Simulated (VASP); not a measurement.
**Al2O3 (ke600): relaxation of cell and atoms with LDA**

Crystal: Al2O3 (ke600).

```
CELL_PARAMETERS angstrom
2.37908 1.37356 4.32990
-2.37908 1.37356 4.32990
0.00000 -2.74712 4.32990
ATOMIC_POSITIONS crystal
Al 0.35229 0.35229 0.35229
Al 0.14771 0.14771 0.14771
Al 0.64771 0.64771 0.64771
Al 0.85229 0.85229 0.85229
O 0.55621 0.94379 0.25000
O 0.25000 0.55621 0.94379
O 0.94379 0.25000 0.55621
O 0.44379 0.05621 0.75000
O 0.75000 0.44379 0.05621
O 0.05621 0.75000 0.44379
```

```
Program                : VASP 6.6.1
Task                   : relaxation of cell and atoms
Functional             : LDA
Potentials or basis    : VASP PAW LDA potentials, release 64 (Al, O)
Cutoff                 : 600 eV
k mesh                 : 6 × 6 × 6
Occupations            : gaussian, width 0.02 eV
Spin                   : no spin polarisation
Dipole correction      : no
Further INCAR settings : ALGO = Normal; EDIFF = 1e-06; IBRION = 2; EDIFFG = -0.002; NSW = 100; ISIF = 3
```

* Relaxed volume: 8.34 Å³/atom
* Relaxed cell: a = 5.093 Å, b = 5.093 Å, c = 5.093 Å, α = 55.37°, β = 55.37°, γ = 55.37°
* Space group after relaxing (to 0.05 Å): R-3c (No. 167)
* Energy gained by relaxing: 2.3 meV/atom
* Ionic steps: 8
* Pressure after relaxing: 0.0 GPa
* Band gap on the k mesh: 6.42 eV, direct

Step by step:
| step | energy change (eV) | largest force (eV/Å) | pressure (GPa) | volume (Å³) |
| --- | --- | --- | --- | --- |
| 1 | 0.0000 | 0.0811 | -4.54 | 84.90 |
| 2 | -0.0030 | 0.0603 | 4.59 | 81.97 |
| 3 | -0.0229 | 0.0416 | 0.04 | 83.37 |
| 4 | -0.0229 | 0.0408 | 0.14 | 83.34 |
| 5 | -0.0231 | 0.0065 | 0.06 | 83.35 |
| 6 | -0.0231 | 0.0029 | 0.08 | 83.35 |
| 7 | -0.0231 | 0.0017 | -0.05 | 83.39 |
| 8 | -0.0231 | 0.0016 | -0.01 | 83.38 |

Final structure:
```
Al O
1.0
     2.36638    1.36623    4.29824
    -2.36638    1.36623    4.29824
     0.00000   -2.73246    4.29824
Al O
4 6
Direct
  0.35201 0.35201 0.35201
  0.14799 0.14799 0.14799
  0.64799 0.64799 0.64799
  0.85201 0.85201 0.85201
  0.55573 0.94427 0.25000
  0.25000 0.55573 0.94427
  0.94427 0.25000 0.55573
  0.44427 0.05573 0.75000
  0.75000 0.44427 0.05573
  0.05573 0.75000 0.44427
```

Levels at points of the mesh, in eV from the valence-band top:
```
           k point  band 22  band 23  band 24  band 25  band 26  band 27
(0.00, 0.00, 0.00)    -0.04    -0.04     0.00     6.42     9.07    10.77
(0.50, 0.00, 0.00)    -0.94    -0.29    -0.29     9.45     9.45     9.74
(0.50, 0.50, 0.00)    -0.94    -0.77    -0.26     9.44     9.84     9.95
(0.50, 0.50, 0.50)    -0.39    -0.39    -0.39     8.75     8.75    11.00
```

Wall time 5.6 min on 1 thread of Intel(R) Xeon(R) Platinum 8488C (Sapphire Rapids), on a shared host, peak memory 0.25 GiB.

A k mesh can miss the band edges. LDA usually gives volumes a few per cent too small.
